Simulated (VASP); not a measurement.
# Cd (Fm-3m) in VASP: a series of runs

Runs on Cd. Level: BLYP. Tasks: single point.

All numbers are computed with VASP 6.6.1; they aren't measurements. Logs are shortened: lines on timing, memory, paths and dates and some standing lists are left out, and cuts for length are marked.

## (1) The cell of the first run

It takes space group Fm-3m (No. 225, cubic). The conventional cell has a = 4.853 Å, b = 4.853 Å, c = 4.853 Å, α = 90.00°, β = 90.00°, γ = 90.00°. Cd (site symmetry m-3m) has 12 Cd at 3.43 Å within 4.5 Å.

This isn't the form of Cd at room conditions, which is hcp.

## (2) Single point, BLYP (28.58 Å³/atom)

File INCAR:

```
PREC = Accurate ; ENCUT = 520
EDIFF = 1E-7 ; ISMEAR = -1
SIGMA = 0.1 ; LREAL = F
LASPH = T ; NELM = 60
ALGO = Normal ; ISIF = 2
LWAVE = F ; LCHARG = T
GGA = B5 ; ALDAX = 1.0
AGGAX = 1.0 ; AGGAC = 1.0
ALDAC = 0.0 ; LELF = T
LVHAR = T ; NBANDS = 12
```

File KPOINTS:

```
regular mesh
0
Gamma
  13 13 13
```

File POSCAR:

```
Cd
1.0
    0.0000000000      2.4266229374      2.4266229374
    2.4266229374      0.0000000000      2.4266229374
    2.4266229374      2.4266229374      0.0000000000
Cd
1
Direct
    0.0000000000      0.0000000000      0.0000000000
```

Potentials or basis: VASP PAW PBE potentials, release 64 (Cd).

On the command line:

```bash
cat potpaw_PBE.64/Cd/POTCAR > POTCAR
mpirun -np 1 vasp_std > vasp.out
```

OUTCAR:

```text
PREC = Accurate
   ENCUT = 520
   EDIFF = 1E-7
   ISMEAR = -1
   LREAL = F
   LASPH = T
   NELM = 60
   ISIF = 2
   GGA = B5

 ion  position               nearest neighbor table
   1  0.000  0.000  0.000-

  LATTYP: Found a face centered cubic cell.
 ALAT       =     4.8532458748

  Lattice vectors:

 A1 = (   0.0000000000,   2.4266229374,   2.4266229374)
 A2 = (   2.4266229374,   0.0000000000,   2.4266229374)
 A3 = (   2.4266229374,   2.4266229374,   0.0000000000)

Analysis of symmetry for initial positions (statically):
=====================================================================
 Subroutine PRICEL returns:
 Original cell was already a primitive cell.

 Routine SETGRP: Setting up the symmetry group for a
 face centered cubic supercell.

 Subroutine GETGRP returns: Found 48 space group operations
 (whereof 48 operations were pure point group operations)
 out of a pool of 48 trial point group operations.

The static configuration has the point symmetry O_h .

Analysis of symmetry for dynamics (positions and initial velocities):
=====================================================================
 Subroutine PRICEL returns:
 Original cell was already a primitive cell.

 Routine SETGRP: Setting up the symmetry group for a
 face centered cubic supercell.

 Subroutine GETGRP returns: Found 48 space group operations
 (whereof 48 operations were pure point group operations)
 out of a pool of 48 trial point group operations.

The dynamic configuration has the point symmetry O_h .

 Subroutine INISYM returns: Found 48 space group operations
 (whereof 48 operations are pure point group operations),
 and found     1 'primitive' translations

----------------------------------------------------------------------------------------

                                     Primitive cell

  volume of cell :      28.5783

  direct lattice vectors                    reciprocal lattice vectors
     0.000000000  2.426622937  2.426622937    -0.206047669  0.206047669  0.206047669
     2.426622937  0.000000000  2.426622937     0.206047669 -0.206047669  0.206047669
     2.426622937  2.426622937  0.000000000     0.206047669  0.206047669 -0.206047669

  length of vectors
     3.431763069  3.431763069  3.431763069     0.356885032  0.356885032  0.356885032

  position of ions in fractional coordinates (direct lattice)
     0.000000000  0.000000000  0.000000000

  ion indices of the primitive-cell ions
   primitive index   ion index
                 1           1

----------------------------------------------------------------------------------------

 KPOINTS: regular mesh

Automatic generation of k-mesh.
 Grid dimensions read from file:
 generate k-points for:   13   13   13

 Generating k-lattice:

  Cartesian coordinates                     Fractional coordinates (reciprocal lattice)
    -0.015849821  0.015849821  0.015849821     0.076923077  0.000000000  0.000000000
     0.015849821 -0.015849821  0.015849821     0.000000000  0.076923077  0.000000000
     0.015849821  0.015849821 -0.015849821     0.000000000  0.000000000  0.076923077

  Length of vectors
     0.027452695  0.027452695  0.027452695

  Shift w.r.t. Gamma in fractional coordinates (k-lattice)
     0.000000000  0.000000000  0.000000000

 Subroutine IBZKPT returns following result:
 ===========================================

 Found     84 irreducible k-points:

 Following reciprocal coordinates:
            Coordinates               Weight
  0.000000  0.000000  0.000000      1.000000
  0.076923  0.000000  0.000000      8.000000
  0.153846  0.000000  0.000000      8.000000
  0.230769  0.000000  0.000000      8.000000
  0.307692  0.000000  0.000000      8.000000
  0.384615  0.000000  0.000000      8.000000
[... 16 lines left out ...]
  0.384615  0.153846  0.000000     24.000000
  0.461538  0.153846  0.000000     24.000000
 [... further k-points ...]
   k-points           NKPTS =     84   k-points in BZ     NKDIM =     84   number of bands    NBANDS=     12
   number of dos      NEDOS =    301   number of ions     NIONS =      1
   total plane-waves  NPLWV =  21952
   dimension x,y,z NGX =    28 NGY =   28 NGZ =   28
   dimension x,y,z NGXF=    56 NGYF=   56 NGZF=   56
   ions per type =               1
   NGX,Y,Z   is equivalent  to a cutoff of  13.56, 13.56, 13.56 a.u.
   NGXF,Y,Z  is equivalent  to a cutoff of  27.13, 27.13, 27.13 a.u.
 SYSTEM =  unknown system
   PREC   = accura    normal or accurate (medium, high low for compatibility)
   ISTART =      0    job   : 0-new  1-cont  2-samecut
   ICHARG =      2    charge: 1-file 2-atom 10-const
   ISPIN  =      1    spin polarized calculation?
   LNONCOLLINEAR =      F non collinear calculations
   LSORBIT =      F    spin-orbit coupling
   LASPH  =      T    aspherical Exc in radial PAW
   ENCUT  =  520.0 eV  38.22 Ry    6.18 a.u.   6.38  6.38  6.38*2*pi/ulx,y,z
   NELM   =     60;   NELMIN=  2; NELMDL= -5     # of ELM steps
   EDIFF  = 0.1E-06   stopping-criterion for ELM
   LREAL  =      F    real-space projection
   EDIFFG = 0.1E-05   stopping-criterion for IOM
   NSW    =      0    number of steps for IOM
   IBRION =     -1    ionic relax: 0-MD 1-quasi-New 2-CG
   NFREE  =      0    steps in history (QN), initial steepest desc. (CG)
   ISIF   =      2    stress and relaxation
   ISYM   =      2    0-nonsym 1-usesym 2-fastsym
   POTIM  = 0.5000    time-step for ionic-motion
   TEBEG  =    0.0;   TEEND  =   0.0 temperature during run
   PSTRESS=    0.0 pullay stress
   NELECT =      12.0000    total number of electrons
   NUPDOWN=      -1.0000    fix difference up-down
   EMIN   =  10.00;   EMAX   =-10.00  energy-range for DOS
   EFERMI =   0.00;   METHOD = LEGACY
   ISMEAR =    -1;   SIGMA  =   0.10  broadening in eV -4-tet -1-fermi 0-gaus
   EFERMI_NEDOS =   21; number of points for ismear=-14 and -15
   IALGO  =     38    algorithm
   IMIX   =      4    mixing-type and parameters
     AMIX     =   0.40;   BMIX     =  1.00
     AMIX_MAG =   1.60;   BMIX_MAG =  1.00
  volume/ion in A,a.u.               =      28.58       192.86
  Fermi-wavevector in a.u.,A,eV,Ry     =   1.225903  2.316622 20.447371  1.502839
  Thomas-Fermi vector in A             =   2.360924
   LORBIT       =      0    0 simple, 1 ext, 2 COOP (PROOUT), +10 PAW based schemes
   GGA     = B5    functional components
   LHFCALC =     F    Hartree Fock is set to
   AEXX    =    0.0000 exact exchange contribution
   IVDW    =     0    specifies the selected vdW correction
   LEPSILON=     F    determine dielectric tensor
   LRPA    =     F    only Hartree local field effects (RPA)
 non-spin polarized calculation
  energy-cutoff  :      520.00
  volume of cell :       28.58
 maximum number of plane-waves:       787
 NGX is ok and might be reduce to    28
   NGX = 13   NGY = 13   NGZ = 13

 number of electron      12.0000001 magnetization

 Free energy of the ion-electron system (eV)
  ---------------------------------------------------
  ext. energy  EPLUGINS =         0.00000000
  ---------------------------------------------------
  free energy    TOTEN  =        -0.12205985 eV

  energy without entropy =       -0.10739620  energy(sigma->0) =       -0.11472802

 E-fermi :   1.5117     XC(G=0):  -9.0854

 val. band max:        1.4739565490   @ k =  -0.3077   0.3846   0.1538
 cond. band min:       1.5949438344   @ k =  -0.4615   0.4615   0.0000
 fundamental gap:      0.1209872855
 Fermi energy:         1.5117496339

 k-point     1 :       0.0000    0.0000    0.0000
  band No.  band energies     occupation
      1      -7.0564      2.00000
      2      -7.0564      2.00000
      3      -7.0564      2.00000
      4      -6.8097      2.00000
      5      -6.8097      2.00000
      6      -5.3966      2.00000
      7      13.7266      0.00000
      8      13.7266      0.00000
      9      13.7267      0.00000
     10      14.8492      0.00000
     11      17.2174      0.00000
     12      17.2174      0.00000

 k-point     2 :       0.0769    0.0000    0.0000
  band No.  band energies     occupation
      1      -7.0619      2.00000
      2      -7.0424      2.00000
      3      -7.0424      2.00000
      4      -6.8121      2.00000
      5      -6.8121      2.00000
      6      -5.2729      2.00000
      7      12.2820      0.00000
      8      13.5199      0.00000
      9      13.5199      0.00000
     10      14.6691      0.00000
     11      17.5865      0.00000
     12      17.5865      0.00000

 k-point     3 :       0.1538    0.0000    0.0000
  band No.  band energies     occupation
      1      -7.0837      2.00000
      2      -7.0124      2.00000
      3      -7.0124      2.00000
      4      -6.8094      2.00000
      5      -6.8094      2.00000
      6      -4.8930      2.00000
      7       9.8191      0.00000
      8      13.0689      0.00000
      9      13.0689      0.00000
     10      14.5978      0.00000
     11      18.1391      0.00000
     12      18.4437      0.00000
[... 286 lines left out ...]
 k-point    23 :       0.3846    0.1538    0.0000
  band No.  band energies     occupation
      1      -7.1892      2.00000
      2      -7.0230      2.00000
      3      -6.9237      2.00000
      4      -6.8154      2.00000
      5      -6.6239      2.00000
      6      -2.5081      2.00000
      7       4.6921      0.00000
      8      10.0008      0.00000
      9      10.1208      0.00000
     10      12.6307      0.00000
     11      17.0590      0.00000
     12      18.9633      0.00000

 k-point    24 :       0.4615    0.1538    0.0000
  band No.  band energies     occupation
      1      -7.1976      2.00000
      2      -7.0480      2.00000
      3      -6.9453      2.00000
      4      -6.7616      2.00000
      5      -6.5915      2.00000
      6      -1.2572      2.00000
      7       2.6805      0.00002
      8       9.3089      0.00000
      9      10.0652      0.00000
     10      12.5921      0.00000
     11      18.2182      0.00000
     12      18.2835      0.00000

 [... further k-points ...]
[... 5 lines left out ...]
  --------------------------------------------------------------------------------------
  -------------------------------------------------------------------------------------
  Total       -0.1824117     -0.1824117     -0.1824117      0.0000000      0.0000000      0.0000000
  in kB      -10.2264862    -10.2264862    -10.2264862      0.0000000      0.0000000      0.0000000
  external PRESSURE =     -10.2264862 kB  Pullay stress =       0.0000000 kB

 VOLUME and BASIS-vectors are now :
 -----------------------------------------------------------------------------
  energy-cutoff  :      520.00
  volume of cell :       28.58
      direct lattice vectors                 reciprocal lattice vectors
     0.000000000  2.426622937  2.426622937    -0.206047669  0.206047669  0.206047669
     2.426622937  0.000000000  2.426622937     0.206047669 -0.206047669  0.206047669
     2.426622937  2.426622937  0.000000000     0.206047669  0.206047669 -0.206047669

 POSITION                                       TOTAL-FORCE (eV/Angst)
 -----------------------------------------------------------------------------------
      0.00000      0.00000      0.00000        -0.000000     -0.000000     -0.000000
 -----------------------------------------------------------------------------------
    total drift:                               -0.000000     -0.000000     -0.000000

  FREE ENERGIE OF THE ION-ELECTRON SYSTEM (eV)
  ---------------------------------------------------
  free  energy   TOTEN  =        -0.1220598493 eV

  energy  without entropy=       -0.1073961957  energy(sigma->0) =       -0.11472802
```

It took 52 s on 1 thread of Intel Xeon 8259CL, shared host; peak memory 0.17 GiB.

Results:

| Item | Value |
| --- | --- |
| Free energy | -0.1221 eV |
| Pressure | -1.0 GPa |
| Band gap on the k mesh | zero (bands 6 and 7 overlap by 1.57 eV) |

Caveat: the PAW data sets were made with another functional, which shifts forces and pressure a little.

## (3) Single point, BLYP (29.64 Å³/atom)

This run uses another cell than the first one, of 29.64 Å³/atom.

File INCAR:

```
PREC = Accurate ; ENCUT = 520
EDIFF = 1E-6 ; ISMEAR = -1
SIGMA = 0.1 ; LREAL = F
LASPH = T ; NELM = 80
ALGO = Normal ; ISIF = 2
LWAVE = F ; LCHARG = F
GGA = B5 ; ALDAX = 1.0
AGGAX = 1.0 ; AGGAC = 1.0
ALDAC = 0.0 ; NBANDS = 12
```

File KPOINTS:

```
Automatic mesh
0
Gamma
  13 13 13
```

File POSCAR:

```
Cd
1.0
    0.0000000000      2.4562188169      2.4562188169
    2.4562188169      0.0000000000      2.4562188169
    2.4562188169      2.4562188169      0.0000000000
Cd
1
Direct
    0.0000000000      0.0000000000      0.0000000000
```

Potentials or basis: VASP PAW PBE potentials, release 64 (Cd).

On the command line:

```bash
cat potpaw_PBE.64/Cd/POTCAR > POTCAR
mpirun -np 1 vasp_std > vasp.out
```

OUTCAR:

```text
PREC = Accurate
   ENCUT = 520
   EDIFF = 1E-6
   ISMEAR = -1
   LREAL = F
   LASPH = T
   NELM = 80
   ISIF = 2
   GGA = B5

 ion  position               nearest neighbor table
   1  0.000  0.000  0.000-

  LATTYP: Found a face centered cubic cell.
 ALAT       =     4.9124376338

  Lattice vectors:

 A1 = (   0.0000000000,   2.4562188169,   2.4562188169)
 A2 = (   2.4562188169,   0.0000000000,   2.4562188169)
 A3 = (   2.4562188169,   2.4562188169,   0.0000000000)

[... 537 lines left out ...]
     12      17.7084      0.00000

 [... further k-points ...]

------------------------ aborting loop because EDIFF is reached ----------------------------------------

  FORCE on cell =-STRESS in cart. coord.  units (eV):
  Direction    XX          YY          ZZ          XY          YZ          ZX
  --------------------------------------------------------------------------------------
  -------------------------------------------------------------------------------------
  Total       -0.2320707     -0.2320707     -0.2320707     -0.0000000      0.0000000      0.0000000
  in kB      -12.5458392    -12.5458392    -12.5458392     -0.0000000      0.0000000      0.0000000
  external PRESSURE =     -12.5458392 kB  Pullay stress =       0.0000000 kB

 VOLUME and BASIS-vectors are now :
 -----------------------------------------------------------------------------
  energy-cutoff  :      520.00
  volume of cell :       29.64
      direct lattice vectors                 reciprocal lattice vectors
     0.000000000  2.456218817  2.456218817    -0.203564925  0.203564925  0.203564925
     2.456218817  0.000000000  2.456218817     0.203564925 -0.203564925  0.203564925
     2.456218817  2.456218817  0.000000000     0.203564925  0.203564925 -0.203564925

 POSITION                                       TOTAL-FORCE (eV/Angst)
 -----------------------------------------------------------------------------------
      0.00000      0.00000      0.00000         0.000000      0.000000      0.000000
 -----------------------------------------------------------------------------------
    total drift:                               -0.000000     -0.000000     -0.000000

  FREE ENERGIE OF THE ION-ELECTRON SYSTEM (eV)
  ---------------------------------------------------
  free  energy   TOTEN  =        -0.1146030476 eV

  energy  without entropy=       -0.1000905587  energy(sigma->0) =       -0.10734680
```

OSZICAR:

```text
N       E                     dE             d eps       ncg     rms          rms(c)
DAV:   1     0.714344191787E+02    0.71434E+02   -0.66551E+03  2072   0.948E+02
DAV:   2     0.127186520222E+01   -0.70163E+02   -0.67064E+02  2208   0.228E+02
DAV:   3    -0.150839013744E+00   -0.14227E+01   -0.14220E+01  2392   0.366E+01
DAV:   4    -0.152882068589E+00   -0.20431E-02   -0.20430E-02  2308   0.140E+00
DAV:   5    -0.152888334008E+00   -0.62654E-05   -0.62656E-05  2452   0.741E-02    0.114E+00
DAV:   6    -0.116900520450E+00    0.35988E-01   -0.94196E-02  2460   0.357E+00    0.992E-01
DAV:   7    -0.114790756411E+00    0.21098E-02   -0.52403E-03  2364   0.650E-01    0.613E-01
DAV:   8    -0.114576946859E+00    0.21381E-03   -0.84208E-04  2200   0.334E-01    0.308E-02
DAV:   9    -0.114599135926E+00   -0.22189E-04   -0.17426E-05  2400   0.295E-02    0.923E-03
DAV:  10    -0.114603145182E+00   -0.40093E-05   -0.44357E-06  2212   0.178E-02    0.113E-03
DAV:  11    -0.114603047638E+00    0.97544E-07   -0.67314E-08  1384   0.195E-03
   1 F= -.11460305E+00 E0= -.10734680E+00  d E =-.145125E-01
```

stdout:

```text
POSCAR found type information on POSCAR Cd
 POSCAR found :  1 types and       1 ions
 scaLAPACK will be used
 -----------------------------------------------------------------------------
|                                                                             |
|                                                                             |
|     You enforced a specific xc type in the INCAR file but a different       |
|     I HOPE YOU KNOW WHAT YOU ARE DOING!                                     |
|                                                                             |
 -----------------------------------------------------------------------------

 LDA part: xc-table for (Slater(with rela. corr.)+VWN5), standard interpolation
 POSCAR, INCAR and KPOINTS ok, starting setup
 FFT: planning ... GRIDC
 FFT: planning ... GRID_SOFT
 FFT: planning ... GRID
 WAVECAR not read
 entering main loop
```

It took 60 s on 1 thread of Intel Xeon 8259CL, shared host; peak memory 0.17 GiB.

Results:

```yaml
Free_energy: -0.1146 eV
Pressure: -1.3 GPa
Band_gap_on_the_k_mesh: zero (bands 6 and 7 overlap by 1.37 eV)
```

Levels at points of the mesh, in eV from the Fermi level:
| k point | band 3 | band 4 | band 5 | band 6 | band 7 | band 8 | band 9 | band 10 |
| --- | --- | --- | --- | --- | --- | --- | --- | --- |
| (0.00, 0.00, 0.00) | -8.51 | -8.28 | -8.28 | -6.70 | 11.87 | 11.87 | 11.87 | 13.20 |

Caveat: the PAW data sets were made with another functional, which shifts forces and pressure a little.

## (4) Single point, BLYP

This run uses another cell than the first one, of 26.46 Å³/atom.

File INCAR:

```
SYSTEM = Cd
AGGAC = 1.0
AGGAX = 1.0
ALDAC = 0.0
ALDAX = 1.0
ALGO = Normal
EDIFF = 1E-6
ENCUT = 520
GGA = B5
ISIF = 2
ISMEAR = -1
LASPH = .TRUE.
LCHARG = .TRUE.
LELF = .TRUE.
LREAL = .FALSE.
LVHAR = .TRUE.
LWAVE = .FALSE.
NBANDS = 12
NELM = 60
PREC = Accurate
SIGMA = 0.1
```

File KPOINTS:

```
k-points
0
G
  19 19 19
  0 0 0
```

File POSCAR:

```
Cd
1.0
    0.0000000000      2.3651628377      2.3651628377
    2.3651628377      0.0000000000      2.3651628377
    2.3651628377      2.3651628377      0.0000000000
Cd
1
Direct
    0.0000000000      0.0000000000      0.0000000000
```

On the command line:

```bash
cat potpaw_PBE.64/Cd/POTCAR > POTCAR
mpirun -np 1 vasp_std > vasp.out
```

Run time: 2.5 min. Hardware: 1 thread of Intel Xeon 8259CL, shared host; peak memory 0.21 GiB.

The run converged. Its results:

* Free energy: -0.1298 eV
* Pressure: 0.0 GPa
* Band gap on the k mesh: zero (bands 6 and 7 overlap by 2.19 eV)

Levels at points of the mesh, in eV from the Fermi level:
```csv
k point,band 4,band 5,band 6,band 7,band 8,band 9
"(0.00, 0.00, 0.00)",-8.46,-8.46,-7.41,12.92,12.92,12.92
```

Caveat: the PAW data sets were made with another functional, which shifts forces and pressure a little.

## (5) The runs side by side

| cell | k mesh | gap on the mesh (eV) | pressure (GPa) |
| --- | --- | --- | --- |
| a = 3.432 Å, angles 60.0°, 1 atom | 13 × 13 × 13 | none | -1.0 |
| a = 3.474 Å, angles 60.0°, 1 atom | 13 × 13 × 13 | none | -1.3 |
| a = 3.345 Å, angles 60.0°, 1 atom | 19 × 19 × 19 | none | 0.0 |

Alike in all rows: task single point; level BLYP; potentials or basis VASP PAW PBE potentials, release 64 (Cd); no spin polarisation; cutoff (eV) 520; smearing fermi-dirac 0.1 eV.

Caveats: the PAW data sets were made with another functional, which shifts forces and pressure a little.

Absolute energies hang on the potentials; compare differences alone.

The gap in the log of VASP goes by the Fermi energy; the results here count the filled bands.